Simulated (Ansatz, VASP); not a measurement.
# One calculation of SiNi3, two programs

Contents of INCAR:

```
ALGO = Fast
EDIFF = 1E-6
ENCUT = 520
GGA = PS
ISIF = 2
ISMEAR = 0
LASPH = True
LCHARG = False
LREAL = False
LWAVE = False
NBANDS = 25
NELM = 60
PREC = Accurate
SIGMA = 0.15
```

KPOINTS

```
k-points
0
Gamma
  14 14 14
```

File POSCAR:

```
SiNi3
1.0
    3.5477769040      0.0000000000      0.0000000000
    0.0000000000      3.5477769040      0.0000000000
    0.0000000000      0.0000000000      3.2881834720
Si Ni
1 3
Direct
    0.0000000000      0.0000000000      0.0000000000
    0.0000000000      0.5000000000      0.5000000000
    0.5000000000      0.0000000000      0.5000000000
    0.5000000000      0.5000000000      0.0000000000
```

Input for Ansatz:

```yaml
crystal:
  lattice:
    - [3.547776904, 0.0, 0.0]
    - [0.0, 3.547776904, 0.0]
    - [0.0, 0.0, 3.288183472]
  atoms:
    - { symbol: Si, position: [0.0, 0.0, 0.0] }
    - { symbol: Ni, position: [0.0, 0.5, 0.5] }
    - { symbol: Ni, position: [0.5, 0.0, 0.5] }
    - { symbol: Ni, position: [0.5, 0.5, 0.0] }
basis:
  ecutwfc: 420
kpoints:
  mp_grid: { grid: [14, 14, 14] }
hamiltonian:
  xc: pbesol
scf:
  occupations: { method: gaussian, width: 0.15 }
output:
  forces: true
  stress: true
  eigenvalues: true
```

Change from the starting cell: strain +0.025 along x and y, -0.050 along z, atoms carried along.

Alike in both runs: task single point; functional PBEsol; k mesh 14 × 14 × 14; occupations gaussian, width 0.15 eV; no spin polarisation.

```csv
,VASP,Ansatz
version,VASP 6.6.1,Ansatz 0.2.0
potentials or method,"VASP PAW PBE potentials, release 64 (Si, Ni), cutoff 520 eV","scalar-relativistic, plane waves, PAW"
valence electrons in the cell,34,58
```

Ansatz gave:

```
gap on the k mesh at the Fermi level (eV)                     : none
pressure (GPa)                                                : 0.9
traceless stress, the component that is largest in VASP (GPa) : 7.31
```

Q: Estimate VASP's values.

A: gap on the k mesh at the Fermi level (eV): none; pressure (GPa): 1.1; traceless stress, the component that is largest in VASP (GPa): 7.15.

VASP's potentials were made for PBE, not for PBEsol. A gap of «none» marks a metal or a gap that the smearing closes. With one functional, cell and mesh, what is left measures potentials, basis and numerics. VASP's potentials hold 34 valence electrons a cell and Ansatz's 58, so a difference there can come from the potentials and not from the codes.
